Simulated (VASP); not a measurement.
Set up this calculation in VASP 6.6.1, as the native input.

| Property | Result |
| --- | --- |
| Task | single point |
| Functional | PBEsol |
| Potentials or basis | VASP PAW PBE potentials, release 64 (Ti_sv, Al) |
| Cutoff | 520 eV |
| k mesh | 10 × 10 × 10 |
| Occupations | fermi-dirac, width 0.05 eV |
| Spin | no spin polarisation |
| Dipole correction | no |
| Further INCAR settings | ALGO = Fast; EDIFF = 1e-06; NBANDS = 27 |

The structure of TiAl2 lies in POSCAR:

```
TiAl2
1.0
    1.9795500000     -6.0472000000      0.0000000000
    1.9795500000      6.0472000000      0.0000000000
    0.0000000000      0.0000000000      4.0315000000
Ti Al
2 4
Direct
    0.6490000000      0.3510000000      0.0000000000
    0.3510000000      0.6490000000      0.0000000000
    0.0000000000      0.0000000000      0.0000000000
    0.8240000000      0.1760000000      0.5000000000
    0.1760000000      0.8240000000      0.5000000000
    0.5000000000      0.5000000000      0.5000000000
```

One way to write it, as run:

INCAR

```
SYSTEM = TiAl2
PREC = Accurate
ENCUT = 520
EDIFF = 1E-6
ISMEAR = -1
SIGMA = 0.05
LREAL = .FALSE.
LASPH = .TRUE.
NELM = 80
ALGO = Fast
ISIF = 2
LWAVE = .FALSE.
LCHARG = .FALSE.
GGA = PS
NBANDS = 27
```

KPOINTS

```
regular mesh
0
G
  10 10 10
  0 0 0
```

Potentials or basis: VASP PAW PBE potentials, release 64 (Ti_sv, Al).

Launch:

```sh
$ cat potpaw_PBE.64/Ti_sv/POTCAR potpaw_PBE.64/Al/POTCAR > POTCAR
$ mpirun -np 1 vasp_std > vasp.out
```

It gave:

| Item | Value |
| --- | --- |
| Pressure | -2.8 GPa |
| Largest force | 0.863 eV/Å |
| Band gap on the k mesh | zero (bands 18 and 19 overlap by 1.05 eV) |

Caveat: the PAW data sets were made with another functional, which shifts forces and pressure a little.

Run time: 23 min on 1 thread of Intel(R) Xeon(R) Platinum 8488C (Sapphire Rapids) (shared host), peak memory 0.55 GiB.
